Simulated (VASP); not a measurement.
Set up this calculation in VASP 6.6.1, as the native input.

* Task: single point
* Functional: PBE
* Potentials or basis: VASP PAW PBE potentials, release 64 (Ge_d)
* Cutoff: 520 eV
* k mesh: 10 × 10 × 10
* Occupations: fermi-dirac, width 0.05 eV
* Spin: no spin polarisation
* Dipole correction: no
* Further INCAR settings: ALGO = Normal; EDIFF = 1e-07; NBANDS = 21

The structure of Ge lies in POSCAR:

```
Ge
1.0
    0.0000000000      2.8287700000      2.8287700000
    2.8287700000      0.0000000000      2.8287700000
    2.8287700000      2.8287700000      0.0000000000
Ge
2
Direct
    0.5000000000      0.5000000000      0.5000000000
    0.7500000000      0.7500000000      0.7500000000
```

One way to write it, as run:

INCAR

```
PREC     = Accurate       # precision mode
ENCUT    = 520            # plane-wave cutoff, eV
EDIFF    = 1E-7           # SCF threshold, eV
ISMEAR   = -1             # smearing method
SIGMA    = 0.05           # smearing width, eV
LREAL    = F              # projectors in reciprocal space
LASPH    = T              # aspherical terms in the spheres
NELM     = 60             # most SCF steps
ALGO     = Normal         # electronic algorithm
ISIF     = 2              # what is computed and relaxed
LWAVE    = F              # write WAVECAR
LCHARG   = F              # write CHGCAR
GGA      = PE             # functional
NBANDS   = 21             # bands
```

KPOINTS

```
Automatic mesh
0
Gamma
  10 10 10
```

Potentials or basis: VASP PAW PBE potentials, release 64 (Ge_d).

Launch:

```console
$ cat potpaw_PBE.64/Ge_d/POTCAR > POTCAR
$ mpirun -np 1 vasp_std > vasp.out
```

Results of the run:

```json
{
 "Pressure": "3.6 GPa"
}
```

It took 16 s on 1 thread of Intel(R) Xeon(R) 6975P-C (Granite Rapids), with other jobs on the host, peak memory 0.18 GiB.
